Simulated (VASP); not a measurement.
Write the native input for VASP 6.6.1 that does the following.

```
Task                   : single point
Functional             : PBEsol
Potentials or basis    : VASP PAW PBE potentials, release 64 (Bi_d, Cs_sv, Ag, Br)
Cutoff                 : 520 eV
k mesh                 : 4 × 4 × 4
Occupations            : fermi-dirac, width 0.05 eV
Spin                   : no spin polarisation
Hubbard terms          : Ag d U = 1.0 eV
Dipole correction      : no
Further INCAR settings : ALGO = Normal; EDIFF = 1e-06; NBANDS = 54
```

The structure of Cs2AgBiBr6 lies in POSCAR:

```
Cs2AgBiBr6
1.0
    0.0000000000      5.6161000000      5.6161000000
    5.6161000000      0.0000000000      5.6161000000
    5.6161000000      5.6161000000      0.0000000000
Bi Cs Ag Br
1 2 1 6
Direct
    0.0000000000      0.0000000000      0.0000000000
    0.7500000000      0.7500000000      0.7500000000
    0.2500000000      0.2500000000      0.2500000000
    0.5000000000      0.5000000000      0.5000000000
    0.7494500000      0.7494500000      0.2505500000
    0.2505500000      0.2505500000      0.7494500000
    0.7494500000      0.2505500000      0.2505500000
    0.7494500000      0.2505500000      0.7494500000
    0.2505500000      0.7494500000      0.7494500000
    0.2505500000      0.7494500000      0.2505500000
```

One way to write it, as run:

INCAR

```
PREC = Accurate
ENCUT = 520
EDIFF = 1E-6
ISMEAR = -1
SIGMA = 0.05
LREAL = F
LASPH = T
NELM = 150
ALGO = Normal
ISIF = 2
LWAVE = F
LCHARG = T
LMAXMIX = 4
LDAU = T
LDAUTYPE = 2
LDAUL = -1 -1 2 -1
LDAUU = 0 0 1 0
LDAUJ = 0 0 0 0
LDAUPRINT = 1
GGA = PS
LELF = T
LVHAR = T
NBANDS = 54
```

KPOINTS

```
Automatic mesh
0
Gamma
  4 4 4
```

Potentials or basis: VASP PAW PBE potentials, release 64 (Bi_d, Cs_sv, Ag, Br).

Launch:

```sh
$ cat potpaw_PBE.64/Bi_d/POTCAR potpaw_PBE.64/Cs_sv/POTCAR potpaw_PBE.64/Ag/POTCAR potpaw_PBE.64/Br/POTCAR > POTCAR
$ mpirun -np 1 vasp_std > vasp.out
```

Results of the run:

| Quantity | Value |
| --- | --- |
| Pressure | 0.0 GPa |
| Largest force | 0.297 eV/Å |
| Band gap on the k mesh | 1.26 eV (least direct gap 2.46 eV) |

Caveat: the PAW data sets were made with another functional, which shifts forces and pressure a little; spin-orbit coupling is left out, which moves the levels of the heavy elements.

Wall time 94 s on 1 thread of Intel(R) Xeon(R) 6975P-C (Granite Rapids) (shared host), peak memory 0.6 GiB.
